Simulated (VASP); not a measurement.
# AlN (R3m) in VASP: a series of runs, part 2 of 2

VASP 6.6.1. The steps go on from the part before.

## 4. Single point, r2SCAN

This run uses another cell than the first one, of the same volume but with other edges.

POSCAR

```
AlN
1.0
    0.8539684525      2.6839008507      2.6839008507
    2.6839008507      0.8539684525      2.6839008507
    2.6839008507      2.6839008507      0.8539684525
Al N
1 1
Direct
    0.0000000000      0.0000000000      0.0000000000
    0.7500000000      0.7500000000      0.7500000000
```

INCAR.step1

```
PREC = Accurate
ENCUT = 520
ISMEAR = 0
SIGMA = 0.05
LREAL = False
LASPH = True
NELM = 100
NBANDS = 11
GGA = PE
ALGO = Normal
EDIFF = 1E-4
LWAVE = True
LCHARG = False
```

INCAR.step2

```
PREC = Accurate
ENCUT = 520
EDIFF = 1E-6
ISMEAR = 0
SIGMA = 0.05
LREAL = False
LASPH = True
NELM = 100
ALGO = Normal
ISIF = 2
LWAVE = False
LCHARG = False
METAGGA = R2SCAN
LMIXTAU = True
NBANDS = 11
ISTART = 1
```

KPOINTS

```
Automatic mesh
0
Gamma
  10 10 10
```

Potentials or basis: VASP PAW PBE potentials, release 64 (Al, N).

The run is started by

```console
$ cat potpaw_PBE.64/Al/POTCAR potpaw_PBE.64/N/POTCAR > POTCAR
$ cp INCAR.step1 INCAR
$ mpirun -np 1 vasp_std > vasp.out
$ cp INCAR.step2 INCAR
$ mpirun -np 1 vasp_std > vasp.out
```

OUTCAR:

```text
PREC = Accurate
   ENCUT = 520
   EDIFF = 1E-6
   ISMEAR = 0
   LREAL = False
   LASPH = True
   NELM = 100
   ISIF = 2
   METAGGA = R2SCAN
   ISTART = 1

 ion  position               nearest neighbor table
   1  0.000  0.000  0.000-   2 1.74   2 1.74   2 1.74
   2  0.750  0.750  0.750-   1 1.74   1 1.74   1 1.74

  LATTYP: Found a trigonal (rhomboedric) cell.
 ALAT       =     3.8904896441
 COS(alpha) =     0.7787610619

  Lattice vectors:

 A1 = (   0.8539684525,   2.6839008507,   2.6839008507)
 A2 = (   2.6839008507,   0.8539684525,   2.6839008507)
 A3 = (   2.6839008507,   2.6839008507,   0.8539684525)

Analysis of symmetry for initial positions (statically):
=====================================================================
 Subroutine PRICEL returns:
 Original cell was already a primitive cell.

 Routine SETGRP: Setting up the symmetry group for a
 trigonal (rhombohedral) supercell.

 Subroutine GETGRP returns: Found  6 space group operations
 (whereof  6 operations were pure point group operations)
 out of a pool of 12 trial point group operations.

The static configuration has the point symmetry C_3v.

[... 165 lines left out ...]
 fundamental gap:      0.0655742365
 Fermi energy:         7.1275075339

 k-point     1 :       0.0000    0.0000    0.0000
  band No.  band energies     occupation
      1     -10.8636      2.00000
      2       2.3293      2.00000
      3       4.4840      2.00000
      4       7.6049      0.00000
      5       7.6049      0.00000
      6      20.3700      0.00000
      7      23.1481      0.00000
      8      24.8341      0.00000
      9      24.8341      0.00000
     10      26.9974      0.00000
     11      26.9975      0.00000
[... 309 lines left out ...]
 k-point    24 :       0.4000    0.3000    0.0000
  band No.  band energies     occupation
      1      -8.4028      2.00000
      2       1.7336      2.00000
      3       2.8952      2.00000
      4       5.7715      2.00000
      5       8.9861      0.00000
      6      14.3948      0.00000
      7      18.6684      0.00000
      8      22.3719      0.00000
      9      22.9088      0.00000
     10      26.2231      0.00000
     11      29.3020      0.00000

 [... further k-points ...]
[... 5 lines left out ...]
  --------------------------------------------------------------------------------------
  -------------------------------------------------------------------------------------
  Total        7.1922358      7.1922358      7.1922358     -6.0958347     -6.0958347     -6.0958347
  in kB      553.0831696    553.0831696    553.0831696   -468.7698882   -468.7698882   -468.7698882
  external PRESSURE =     553.0831696 kB  Pullay stress =       0.0000000 kB

 VOLUME and BASIS-vectors are now :
 -----------------------------------------------------------------------------
  energy-cutoff  :      520.00
  volume of cell :       20.83
      direct lattice vectors                 reciprocal lattice vectors
     0.853968452  2.683900851  2.683900851    -0.310736862  0.235731413  0.235731413
     2.683900851  0.853968452  2.683900851     0.235731413 -0.310736862  0.235731413
     2.683900851  2.683900851  0.853968452     0.235731413  0.235731413 -0.310736862

 POSITION                                       TOTAL-FORCE (eV/Angst)
 -----------------------------------------------------------------------------------
      0.00000      0.00000      0.00000         0.083725      0.083725      0.083725
      4.66633      4.66633      4.66633        -0.083725     -0.083725     -0.083725
 -----------------------------------------------------------------------------------
    total drift:                                0.000269      0.000269      0.000269

  FREE ENERGIE OF THE ION-ELECTRON SYSTEM (eV)
  ---------------------------------------------------
  free  energy   TOTEN  =       -14.8078973668 eV

  energy  without entropy=      -14.8074339991  energy(sigma->0) =      -14.80766568
```

OSZICAR.step1:

```text
N       E                     dE             d eps       ncg     rms          rms(c)
DAV:   1     0.157747020294E+02    0.15775E+02   -0.38840E+03  2568   0.605E+02
DAV:   2    -0.135340037854E+02   -0.29309E+02   -0.27891E+02  3038   0.139E+02
DAV:   3    -0.145615466418E+02   -0.10275E+01   -0.10264E+01  3227   0.255E+01
DAV:   4    -0.145670330370E+02   -0.54864E-02   -0.54860E-02  2903   0.197E+00
DAV:   5    -0.145671098531E+02   -0.76816E-04   -0.76816E-04  3250   0.222E-01    0.102E+01
DAV:   6    -0.108980513357E+02    0.36691E+01   -0.20638E+01  2997   0.199E+01    0.366E+00
DAV:   7    -0.107530375835E+02    0.14501E+00   -0.50973E-01  2945   0.520E+00    0.225E+00
DAV:   8    -0.107046889760E+02    0.48349E-01   -0.18240E-01  3038   0.263E+00    0.306E-01
DAV:   9    -0.107045876897E+02    0.10129E-03   -0.11372E-02  2885   0.772E-01    0.168E-01
DAV:  10    -0.107047060923E+02   -0.11840E-03   -0.59342E-04  3245   0.196E-01    0.640E-02
DAV:  11    -0.107047152983E+02   -0.92060E-05   -0.19713E-05  1456   0.356E-02
   1 F= -.10704715E+02 E0= -.10704167E+02  d E =-.109577E-02
```

It took 3.9 min on 1 thread of Intel Xeon 8259CL, shared host; peak memory 0.18 GiB.

Results:

```
Free energy            : -14.8079 eV
Pressure               : 55.3 GPa
Largest force          : 0.145 eV/Å
Band gap on the k mesh : zero (band 4 reaches 7.60 eV, above the bottom of band 5 at 6.78 eV)
```

Forces on the atoms (eV/Å):
```
Al   0.084  0.084  0.084
N   -0.084 -0.084 -0.084
```

Stress tensor (GPa, compression positive):
```
 55.31 -46.88 -46.88
-46.88  55.31 -46.88
-46.88 -46.88  55.31
```

Caveat: the PAW data sets were made with another functional, which shifts forces and pressure a little.

## 5. Single point, r2SCAN

This run uses another cell than the first one, of the same volume but with other edges.

POSCAR

```
AlN
1.0
   -0.1044152225      2.1330538303      2.1330538303
    2.1330538303     -0.1044152225      2.1330538303
    2.1330538303      2.1330538303     -0.1044152225
Al N
1 1
Direct
    0.0000000000      0.0000000000      0.0000000000
    0.7500000000      0.7500000000      0.7500000000
```

INCAR.step1

```
SYSTEM = AlN
PREC = Accurate
ENCUT = 520
ISMEAR = 0
SIGMA = 0.05
LREAL = .FALSE.
LASPH = .TRUE.
NELM = 60
NBANDS = 11
GGA = PE
ALGO = Normal
EDIFF = 1E-4
LWAVE = .TRUE.
LCHARG = .FALSE.
```

INCAR.step2

```
SYSTEM = AlN
PREC = Accurate
ENCUT = 520
EDIFF = 1E-6
ISMEAR = 0
SIGMA = 0.05
LREAL = .FALSE.
LASPH = .TRUE.
NELM = 60
ALGO = Normal
ISIF = 2
LWAVE = .FALSE.
LCHARG = .TRUE.
METAGGA = R2SCAN
LMIXTAU = .TRUE.
LELF = .TRUE.
LVHAR = .TRUE.
NBANDS = 11
ISTART = 1
```

KPOINTS

```
regular mesh
0
G
  10 10 10
  0 0 0
```

The run is started by

```console
$ cat potpaw_PBE.64/Al/POTCAR potpaw_PBE.64/N/POTCAR > POTCAR
$ cp INCAR.step1 INCAR
$ mpirun -np 1 vasp_std > vasp.out
$ cp INCAR.step2 INCAR
$ mpirun -np 1 vasp_std > vasp.out
```

Wall time 66 s (1 thread of Intel Xeon 8259CL, shared host); peak memory 0.15 GiB.

It converged, with:

- Free energy: -19.0670 eV
- Pressure: 1.4 GPa
- Largest force: 1.028 eV/Å
- Band gap on the k mesh: 3.65 eV, indirect (least direct gap 4.53 eV)

Forces in eV/Å, atoms in the order of the input:
```
Al   0.593  0.593  0.593
N   -0.593 -0.593 -0.593
```

Stress tensor (GPa, compression positive):
```
 1.40 12.17 12.17
12.17  1.40 12.17
12.17 12.17  1.40
```

Levels at points of the mesh, in eV from the valence-band top:
```
           k point  band 1  band 2  band 3  band 4  band 5  band 6  band 7  band 8
(0.00, 0.00, 0.00)  -15.98   -0.35   -0.35    0.00    4.53   12.65   12.65   14.84
(0.50, 0.00, 0.00)  -14.06   -6.21   -0.68   -0.54    8.13   10.45   11.50   12.72
(0.50, 0.50, 0.00)  -13.34   -5.18   -2.34   -1.71    3.65    9.35   14.74   16.47
(0.50, 0.50, 0.50)  -13.68   -5.88   -1.00   -1.00    7.35   10.49   10.92   10.92
```

Caveat: the PAW data sets were made with another functional, which shifts forces and pressure a little.

## 6. Single point, r2SCAN

This run uses another cell than the first one, of the same volume but with other edges.

POSCAR

```
AlN
1.0
    0.1135295273      2.2422081634      2.2422081634
    2.2422081634      0.1135295273      2.2422081634
    2.2422081634      2.2422081634      0.1135295273
Al N
1 1
Direct
    0.0000000000      0.0000000000      0.0000000000
    0.7500000000      0.7500000000      0.7500000000
```

INCAR.step1

```
PREC = Accurate
ENCUT = 520
ISMEAR = 0
SIGMA = 0.05
LREAL = False
LASPH = True
NELM = 80
NBANDS = 11
GGA = PE
ALGO = Normal
EDIFF = 1E-4
LWAVE = True
LCHARG = False
```

INCAR.step2

```
PREC = Accurate
ENCUT = 520
EDIFF = 1E-6
ISMEAR = 0
SIGMA = 0.05
LREAL = False
LASPH = True
NELM = 80
ALGO = Normal
ISIF = 2
LWAVE = False
LCHARG = False
METAGGA = R2SCAN
LMIXTAU = True
NBANDS = 11
ISTART = 1
```

KPOINTS

```
Automatic mesh
0
Gamma
  10 10 10
```

Potentials or basis: VASP PAW PBE potentials, release 64 (Al, N).

The run is started by

```console
$ cat potpaw_PBE.64/Al/POTCAR potpaw_PBE.64/N/POTCAR > POTCAR
$ cp INCAR.step1 INCAR
$ mpirun -np 1 vasp_std > vasp.out
$ cp INCAR.step2 INCAR
$ mpirun -np 1 vasp_std > vasp.out
```

Run time: 88 s. Hardware: 1 thread of Intel Xeon 8259CL, shared host; peak memory 0.16 GiB.

It converged, with:

```
Free energy            : -19.0616 eV
Pressure               : 1.5 GPa
Largest force          : 0.519 eV/Å
Band gap on the k mesh : 3.72 eV, indirect (least direct gap 4.52 eV)
```

Forces on the atoms (eV/Å):
```
Al  -0.300 -0.300 -0.300
N    0.300  0.300  0.300
```

Stress tensor (GPa, compression positive):
```
  1.50 -11.58 -11.58
-11.58   1.50 -11.58
-11.58 -11.58   1.50
```

Levels at points of the mesh, in eV from the valence-band top:
| k point | band 1 | band 2 | band 3 | band 4 | band 5 | band 6 | band 7 | band 8 |
| --- | --- | --- | --- | --- | --- | --- | --- | --- |
| (0.00, 0.00, 0.00) | -15.92 | -0.48 | 0.00 | 0.00 | 4.52 | 12.25 | 14.10 | 14.10 |
| (0.50, 0.00, 0.00) | -13.79 | -5.98 | -0.82 | -0.64 | 7.72 | 10.29 | 11.39 | 12.09 |
| (0.50, 0.50, 0.00) | -13.26 | -5.11 | -2.25 | -1.65 | 3.72 | 9.42 | 14.69 | 16.88 |
| (0.50, 0.50, 0.50) | -14.20 | -6.28 | -0.34 | -0.34 | 8.80 | 10.59 | 12.65 | 12.65 |

Caveat: the PAW data sets were made with another functional, which shifts forces and pressure a little.

## 7. The runs side by side

| cell | gap on the mesh (eV) | pressure (GPa) | largest force (eV/Å) |
| --- | --- | --- | --- |
| a = 2.944 Å, angles 67.3°, 2 atoms | 3.27 | 8.2 | 3.30 |
| a = 3.305 Å, angles 52.2°, 2 atoms | 3.18 | 8.3 | 0.57 |
| a = 3.890 Å, angles 38.9°, 2 atoms | none | 55.3 | 0.15 |
| a = 3.018 Å, angles 63.2°, 2 atoms | 3.65 | 1.4 | 1.03 |
| a = 3.173 Å, angles 56.6°, 2 atoms | 3.72 | 1.5 | 0.52 |

Alike in all rows: task single point; level r2SCAN; potentials or basis VASP PAW PBE potentials, release 64 (Al, N); no spin polarisation; k mesh 10 × 10 × 10; cutoff (eV) 520; smearing gaussian 0.05 eV.

Caveats: the PAW data sets were made with another functional, which shifts forces and pressure a little.

Absolute energies hang on the potentials; compare differences alone.
